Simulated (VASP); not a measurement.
V2SiN2: single point with PBE

V2SiN2:

```
CELL_PARAMETERS angstrom
4.15918 0.06566 -0.15585
2.02619 3.75639 0.04719
0.26274 0.71397 7.09831
ATOMIC_POSITIONS crystal
V 0.71919 0.46077 0.94329
V 0.55749 0.79504 0.45066
V 0.17943 0.53963 0.25686
V 0.35322 0.20456 0.74966
Si 0.90620 0.13448 0.36414
Si 0.04093 0.86566 0.83556
N 0.67438 0.56937 0.20853
N 0.82081 0.68448 0.70207
N 0.24378 0.43128 0.99146
N 0.50457 0.31473 0.49777
```

* Program: VASP 6.6.1
* Task: single point
* Functional: PBE
* Potentials or basis: VASP PAW PBE potentials, release 64 (V_sv, Si, N)
* Cutoff: 520 eV
* k mesh: 4 × 4 × 4
* Occupations: gaussian, width 0.1 eV
* Spin: no spin polarisation
* Dipole correction: no
* Further INCAR settings: ALGO = Normal; EDIFF = 1e-06; NBANDS = 51

```json
{"Pressure": "0.4 GPa", "Largest force": "0.021 eV/Å", "Band gap on the k mesh": "zero (bands 40 and 41 overlap by 0.28 eV)"}
```

Forces on the atoms (eV/Å):
```
V    0.001 -0.016  0.006
V   -0.003  0.014  0.009
V    0.001  0.008 -0.009
V   -0.007 -0.014 -0.007
Si  -0.004  0.003  0.002
Si  -0.003 -0.003  0.000
N   -0.009 -0.002 -0.007
N    0.014  0.013 -0.010
N   -0.009  0.000  0.011
N    0.020 -0.003  0.007
```

Stress tensor (GPa, compression positive):
```
 0.31  0.00 -0.05
 0.00  0.19  0.12
-0.05  0.12  0.65
```

Levels at points of the mesh, in eV from the Fermi level:
| k point | band 38 | band 39 | band 40 | band 41 | band 42 | band 43 |
| --- | --- | --- | --- | --- | --- | --- |
| (0.00, 0.00, 0.00) | -1.25 | -0.94 | -0.67 | 0.57 | 0.63 | 0.81 |
| (0.50, 0.00, 0.00) | -0.64 | -0.32 | 0.03 | 0.14 | 0.56 | 0.71 |
| (0.00, 0.50, 0.00) | -0.72 | -0.32 | -0.18 | -0.04 | 0.39 | 0.68 |
| (0.50, 0.50, 0.00) | -0.64 | -0.32 | 0.03 | 0.14 | 0.56 | 0.71 |
| (0.00, 0.00, 0.50) | -1.87 | -1.07 | -0.26 | 0.51 | 0.61 | 0.87 |
| (0.50, 0.00, 0.50) | -0.69 | -0.48 | 0.11 | 0.23 | 0.34 | 0.81 |
| (0.00, 0.50, 0.50) | -0.73 | -0.35 | -0.27 | -0.17 | 0.35 | 0.39 |
| (0.50, 0.50, 0.50) | -0.68 | -0.49 | 0.10 | 0.23 | 0.34 | 0.81 |

It took 7.3 min on 1 thread of Intel Xeon 8259CL, on a shared host, peak memory 0.32 GiB.

Caveat: the k points lie up to 0.43 Å⁻¹ apart; the run has no spin polarisation, though such a crystal can be magnetic. With open d or f shells a metallic result of PBE can be an artefact of self-interaction; +U or a hybrid may open a gap.
